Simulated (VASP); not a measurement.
# NaI (Cmmm) in VASP: notebook

Runs on NaI. Level: PBE+D3(BJ). Tasks: single point, relaxation of cell and atoms.

Program: VASP 6.6.1. These are calculated values, not measurements. Logs are shortened: lines on timing, memory, paths and dates and some standing lists are left out, and cuts for length are marked.

## (1) The cell of the first run

It takes space group Cmmm (No. 65, orthorhombic). The conventional cell has a = 4.765 Å, b = 6.793 Å, c = 4.105 Å, α = 90.00°, β = 90.00°, γ = 90.00°. Na (site symmetry mmm) has 8 I at 3.14 to 3.97 Å within 4.1 Å. I (site symmetry mmm) has 8 Na at 3.14 to 3.97 Å within 4.1 Å.

## (2) Single point, PBE+D3(BJ)

INCAR

```
SYSTEM = NaI
  PREC = Accurate
  ENCUT = 520
  EDIFF = 1E-6
  ISMEAR = 0
  SIGMA = 0.02
  LREAL = .FALSE.
  LASPH = .TRUE.
  NELM = 100
  ALGO = Normal
  ISIF = 2
  LWAVE = .FALSE.
  LCHARG = .FALSE.
  GGA = PE
  IVDW = 12
  NBANDS = 14
```

KPOINTS

```
regular mesh
0
G
  6 6 6
  0 0 0
```

POSCAR

```
NaI
1.0
    2.3824743725     -3.3964915685      0.0000000000
    2.3824743725      3.3964915685      0.0000000000
    0.0000000000      0.0000000000      4.1047758786
Na I
1 1
Direct
    0.0000000000      0.0000000000      0.0000000000
    0.5000000000      0.5000000000      0.5000000000
```

Potentials or basis: VASP PAW PBE potentials, release 64 (Na_pv, I).

Command:

```bash
> cat potpaw_PBE.64/Na_pv/POTCAR potpaw_PBE.64/I/POTCAR > POTCAR
> mpirun -np 1 vasp_std > vasp.out
```

OUTCAR:

```text
SYSTEM = NaI
   PREC = Accurate
   ENCUT = 520
   EDIFF = 1E-6
   ISMEAR = 0
   LREAL = .FALSE.
   LASPH = .TRUE.
   NELM = 100
   ISIF = 2
   GGA = PE
   IVDW = 12
 IVDW          = 12

 ion  position               nearest neighbor table
   1  0.000  0.000  0.000-   2 3.14   2 3.14   2 3.14   2 3.14
   2  0.500  0.500  0.500-   1 3.14   1 3.14   1 3.14   1 3.14

  LATTYP: Found a base centered orthorhombic cell.
 ALAT       =     4.7649487450
 B/A-ratio  =     1.4256151536
 C/A-ratio  =     0.8614522628

  Lattice vectors:

 A1 = (   2.3824743725,  -3.3964915685,   0.0000000000)
 A2 = (   2.3824743725,   3.3964915685,   0.0000000000)
 A3 = (   0.0000000000,   0.0000000000,   4.1047758786)

Analysis of symmetry for initial positions (statically):
=====================================================================
 Subroutine PRICEL returns:
 Original cell was already a primitive cell.

 Routine SETGRP: Setting up the symmetry group for a
 base centered orthorhombic supercell.

 Subroutine GETGRP returns: Found  8 space group operations
 (whereof  8 operations were pure point group operations)
 out of a pool of  8 trial point group operations.

The static configuration has the point symmetry D_2h.

Analysis of symmetry for dynamics (positions and initial velocities):
=====================================================================
 Subroutine PRICEL returns:
 Original cell was already a primitive cell.

 Routine SETGRP: Setting up the symmetry group for a
 base centered orthorhombic supercell.

 Subroutine GETGRP returns: Found  8 space group operations
 (whereof  8 operations were pure point group operations)
 out of a pool of  8 trial point group operations.

The dynamic configuration has the point symmetry D_2h.

 Subroutine INISYM returns: Found  8 space group operations
 (whereof  8 operations are pure point group operations),
 and found     1 'primitive' translations

----------------------------------------------------------------------------------------

                                     Primitive cell

  volume of cell :      66.4321

  direct lattice vectors                    reciprocal lattice vectors
     2.382474372 -3.396491569  0.000000000     0.209865846 -0.147210729  0.000000000
     2.382474372  3.396491569  0.000000000     0.209865846  0.147210729  0.000000000
     0.000000000  0.000000000  4.104775879     0.000000000  0.000000000  0.243618660

  length of vectors
     4.148775616  4.148775616  4.104775879     0.256348731  0.256348731  0.243618660

  position of ions in fractional coordinates (direct lattice)
     0.000000000  0.000000000  0.000000000
     0.500000000  0.500000000  0.500000000

  ion indices of the primitive-cell ions
   primitive index   ion index
                 1           1
                 2           2

----------------------------------------------------------------------------------------

 KPOINTS: regular mesh

Automatic generation of k-mesh.
 Grid dimensions read from file:
 generate k-points for:    6    6    6

 Generating k-lattice:

  Cartesian coordinates                     Fractional coordinates (reciprocal lattice)
     0.034977641 -0.024535122  0.000000000     0.166666667 -0.000000000  0.000000000
     0.034977641  0.024535122  0.000000000    -0.000000000  0.166666667  0.000000000
     0.000000000  0.000000000  0.040603110     0.000000000  0.000000000  0.166666667

  Length of vectors
     0.042724789  0.042724789  0.040603110

  Shift w.r.t. Gamma in fractional coordinates (k-lattice)
     0.000000000  0.000000000  0.000000000

 Subroutine IBZKPT returns following result:
 ===========================================

 Found     52 irreducible k-points:

 Following reciprocal coordinates:
            Coordinates               Weight
  0.000000  0.000000  0.000000      1.000000
  0.166667  0.000000  0.000000      4.000000
  0.333333  0.000000  0.000000      4.000000
  0.500000  0.000000  0.000000      2.000000
  0.166667  0.166667  0.000000      2.000000
  0.333333  0.166667  0.000000      4.000000
[... 16 lines left out ...]
  0.333333  0.333333  0.166667      4.000000
  0.500000  0.333333  0.166667      8.000000
 [... further k-points ...]
   k-points           NKPTS =     52   k-points in BZ     NKDIM =     52   number of bands    NBANDS=     14
   number of dos      NEDOS =    301   number of ions     NIONS =      2
   total plane-waves  NPLWV =  32768
   dimension x,y,z NGX =    32 NGY =   32 NGZ =   32
   dimension x,y,z NGXF=    64 NGYF=   64 NGZF=   64
   ions per type =               1   1
   NGX,Y,Z   is equivalent  to a cutoff of  12.82, 12.82, 12.96 a.u.
   NGXF,Y,Z  is equivalent  to a cutoff of  25.65, 25.65, 25.92 a.u.
 SYSTEM =  NaI
   PREC   = accura    normal or accurate (medium, high low for compatibility)
   ISTART =      0    job   : 0-new  1-cont  2-samecut
   ICHARG =      2    charge: 1-file 2-atom 10-const
   ISPIN  =      1    spin polarized calculation?
   LNONCOLLINEAR =      F non collinear calculations
   LSORBIT =      F    spin-orbit coupling
   LASPH  =      T    aspherical Exc in radial PAW
   ENCUT  =  520.0 eV  38.22 Ry    6.18 a.u.   7.71  7.71  7.63*2*pi/ulx,y,z
   NELM   =    100;   NELMIN=  2; NELMDL= -5     # of ELM steps
   EDIFF  = 0.1E-05   stopping-criterion for ELM
   LREAL  =      F    real-space projection
   EDIFFG = 0.1E-04   stopping-criterion for IOM
   NSW    =      0    number of steps for IOM
   IBRION =     -1    ionic relax: 0-MD 1-quasi-New 2-CG
   NFREE  =      0    steps in history (QN), initial steepest desc. (CG)
   ISIF   =      2    stress and relaxation
   ISYM   =      2    0-nonsym 1-usesym 2-fastsym
   POTIM  = 0.5000    time-step for ionic-motion
   TEBEG  =    0.0;   TEEND  =   0.0 temperature during run
   PSTRESS=    0.0 pullay stress
   NELECT =      14.0000    total number of electrons
   NUPDOWN=      -1.0000    fix difference up-down
   EMIN   =  10.00;   EMAX   =-10.00  energy-range for DOS
   EFERMI =   0.00;   METHOD = LEGACY
   ISMEAR =     0;   SIGMA  =   0.02  broadening in eV -4-tet -1-fermi 0-gaus
   EFERMI_NEDOS =   21; number of points for ismear=-14 and -15
   IALGO  =     38    algorithm
   IMIX   =      4    mixing-type and parameters
     AMIX     =   0.40;   BMIX     =  1.00
     AMIX_MAG =   1.60;   BMIX_MAG =  1.00
  volume/ion in A,a.u.               =      33.22       224.15
  Fermi-wavevector in a.u.,A,eV,Ry     =   0.974222  1.841013 12.913415  0.949109
  Thomas-Fermi vector in A             =   2.104665
   LORBIT       =      0    0 simple, 1 ext, 2 COOP (PROOUT), +10 PAW based schemes
   GGA     = PE    functional components
   LHFCALC =     F    Hartree Fock is set to
   AEXX    =    0.0000 exact exchange contribution
   IVDW    =    12    specifies the selected vdW correction
   LEPSILON=     F    determine dielectric tensor
   LRPA    =     F    only Hartree local field effects (RPA)
 non-spin polarized calculation
 Gauss-broadening in eV      SIGMA  =   0.02
  energy-cutoff  :      520.00
  volume of cell :       66.43
 maximum number of plane-waves:      1812
   NGX = 15   NGY = 15   NGZ = 15

 number of electron      14.0000008 magnetization

 Free energy of the ion-electron system (eV)
  ---------------------------------------------------
  ext. energy  EPLUGINS =         0.00000000
  ---------------------------------------------------
  free energy    TOTEN  =        -5.11131009 eV

  energy without entropy =       -5.11131009  energy(sigma->0) =       -5.11131009

 E-fermi :   1.9812     XC(G=0):  -7.7853

 val. band max:        1.8667632841   @ k =   0.0000   0.0000   0.5000
 cond. band min:       4.3538209473   @ k =   0.0000   0.0000   0.0000
 fundamental gap:      2.4870576632
 Fermi energy:         1.9811699802

 k-point     1 :       0.0000    0.0000    0.0000
  band No.  band energies     occupation
      1     -21.6764      2.00000
      2     -21.6430      2.00000
      3     -21.6409      2.00000
      4      -9.9975      2.00000
      5       0.8400      2.00000
      6       0.9903      2.00000
      7       1.5919      2.00000
      8       4.3538      0.00000
      9       7.3626      0.00000
     10       8.2887      0.00000
     11      10.8283      0.00000
     12      11.1238      0.00000
     13      12.8523      0.00000
     14      13.1611      0.00000

 k-point     2 :       0.1667    0.0000    0.0000
  band No.  band energies     occupation
      1     -21.6773      2.00000
      2     -21.6427      2.00000
      3     -21.6419      2.00000
      4      -9.9207      2.00000
      5       0.1997      2.00000
      6       1.0604      2.00000
      7       1.3279      2.00000
      8       5.0627      0.00000
      9       7.7754      0.00000
     10       8.2487      0.00000
     11      10.4023      0.00000
     12      11.3951      0.00000
     13      12.7550      0.00000
     14      13.5286      0.00000

 k-point     3 :       0.3333    0.0000    0.0000
  band No.  band energies     occupation
      1     -21.6792      2.00000
      2     -21.6439      2.00000
      3     -21.6423      2.00000
      4      -9.7568      2.00000
      5      -0.8771      2.00000
      6       1.1434      2.00000
      7       1.2096      2.00000
      8       5.9210      0.00000
      9       7.7817      0.00000
     10       8.9382      0.00000
     11      10.1427      0.00000
     12      10.8018      0.00000
     13      13.1285      0.00000
     14      13.8012      0.00000
[... 324 lines left out ...]
 k-point    23 :       0.3333    0.3333    0.1667
  band No.  band energies     occupation
      1     -21.6815      2.00000
      2     -21.6448      2.00000
      3     -21.6438      2.00000
      4      -9.5185      2.00000
      5      -0.6211      2.00000
      6      -0.3284      2.00000
      7       0.7812      2.00000
      8       7.3127      0.00000
      9       7.8360      0.00000
     10       8.6580      0.00000
     11       9.4436      0.00000
     12      10.8328      0.00000
     13      12.4406      0.00000
     14      14.2335      0.00000

 k-point    24 :       0.5000    0.3333    0.1667
  band No.  band energies     occupation
      1     -21.6825      2.00000
      2     -21.6439      2.00000
      3     -21.6438      2.00000
      4      -9.5046      2.00000
      5      -0.7042      2.00000
      6      -0.0817      2.00000
      7       0.8046      2.00000
      8       6.3134      0.00000
      9       7.4753      0.00000
     10       8.9199      0.00000
     11       9.5708      0.00000
     12      11.1286      0.00000
     13      12.7627      0.00000
     14      13.2644      0.00000

 [... further k-points ...]

------------------------ aborting loop because EDIFF is reached ----------------------------------------

 Edisp (eV)   -0.51692

 E8    (eV) :    -0.2395

  FORCE on cell =-STRESS in cart. coord.  units (eV):
  Direction    XX          YY          ZZ          XY          YZ          ZX
  --------------------------------------------------------------------------------------
  -------------------------------------------------------------------------------------
  Total       0.01244    -0.00722     0.00369    -0.00000     0.00000     0.00000
  in kB       0.29996    -0.17414     0.08900    -0.00000     0.00000     0.00000
  external pressure =        0.07 kB  Pullay stress =        0.00 kB

 VOLUME and BASIS-vectors are now :
 -----------------------------------------------------------------------------
  energy-cutoff  :      520.00
  volume of cell :       66.43
      direct lattice vectors                 reciprocal lattice vectors
     2.382474372 -3.396491569  0.000000000     0.209865846 -0.147210729  0.000000000
     2.382474372  3.396491569  0.000000000     0.209865846  0.147210729  0.000000000
     0.000000000  0.000000000  4.104775879     0.000000000  0.000000000  0.243618660

 POSITION                                       TOTAL-FORCE (eV/Angst)
 -----------------------------------------------------------------------------------
      0.00000      0.00000      0.00000         0.000000      0.000000      0.000000
      2.38247      0.00000      2.05239         0.000000      0.000000      0.000000
 -----------------------------------------------------------------------------------
    total drift:                                0.000000     -0.000000     -0.000000

  FREE ENERGIE OF THE ION-ELECTRON SYSTEM (eV)
  ---------------------------------------------------
  free  energy   TOTEN  =        -5.6282335425 eV

  energy  without entropy=       -5.6282335425  energy(sigma->0) =       -5.62823354
```

It took 13 s on 1 thread of Intel Xeon 6975P-C (Granite Rapids), shared host; peak memory 0.2 GiB.

Results:

```yaml
Free_energy: -5.6282 eV
Pressure: 0.0 GPa
Band_gap_on_the_k_mesh: 2.49 eV, indirect (least direct gap 2.76 eV)
Dispersion_energy_per_atom: -0.258 eV
```

Caveat: spin-orbit coupling is left out, which moves the levels of the heavy elements. Expect the measured gap to be larger: semilocal functionals such as PBE lack the derivative discontinuity.

[end of part 1 of 3]
